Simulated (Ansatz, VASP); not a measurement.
One calculation of CuO, two programs

The input INCAR:

```
PREC = Accurate ; ENCUT = 520
EDIFF = 1E-6 ; ISMEAR = -1
SIGMA = 0.05 ; LREAL = False
LASPH = True ; NELM = 100
ALGO = Normal ; ISIF = 2
LWAVE = False ; LCHARG = False
GGA = B5 ; ALDAX = 1.0
AGGAX = 1.0 ; AGGAC = 1.0
ALDAC = 0.0 ; NBANDS = 25
```

File KPOINTS:

```
regular mesh
0
Gamma
  10 10 5
```

File POSCAR:

```
CuO
1.0
    2.3755039530     -1.7359471401      0.0000000000
    2.3755039530      1.7359471401      0.0000000000
   -0.8718742338      0.0000000000      5.1260186872
Cu O
2 2
Direct
    0.0032000000      0.4968000000      0.0000000000
    0.4968000000      0.0032000000      0.5000000000
    0.5714000000      0.4056000000      0.2537000000
    0.4056000000      0.5714000000      0.7537000000
```

File input.yaml:

```yaml
crystal:
  lattice:
    - [2.375503953, -1.7359471401, 0.0]
    - [2.375503953, 1.7359471401, 0.0]
    - [-0.8718742338, 0.0, 5.1260186872]
  atoms:
    - { symbol: Cu, position: [0.0032, 0.4968, 0.0] }
    - { symbol: Cu, position: [0.4968, 0.0032, 0.5] }
    - { symbol: O, position: [0.5714, 0.4056, 0.2537] }
    - { symbol: O, position: [0.4056, 0.5714, 0.7537] }
hamiltonian:
  xc: blyp
  pseudopotentials: { kind: paw }
kpoints:
  mp_grid: { grid: [10, 10, 5] }
scf:
  occupations: { method: fermi_dirac, width: 0.05 }
output:
  forces: true
  stress: true
  eigenvalues: true
```

Alike in both runs: task single point; functional BLYP; k mesh 10 × 10 × 5; occupations fermi-dirac, width 0.05 eV; no spin polarisation.

```csv
,VASP,Ansatz
version,VASP 6.6.1,Ansatz 0.2.0
potentials or method,"VASP PAW PBE potentials, release 64 (Cu, O)",Ansatz PAW
plane-wave cutoff (eV),520,420
valence electrons in the cell,34,50
```

```csv
,VASP,Ansatz,Ansatz less VASP
gap on the k mesh at the Fermi level (eV),none,none,-
pressure (GPa),5.9,5.2,-0.75
"traceless stress, the component that is largest in VASP (GPa)",1.65,2.04,+0.391
rms of the force components (eV/Å),0.410,0.397,-0.0126
```

VASP's potentials were made for PBE, not for BLYP. Atom by atom the forces differ by 0.027 eV/Å (rms over components). A gap of «none» marks a metal or a gap that the smearing closes. VASP's potentials hold 34 valence electrons a cell and Ansatz's 50, so a difference there can come from the potentials and not from the codes.
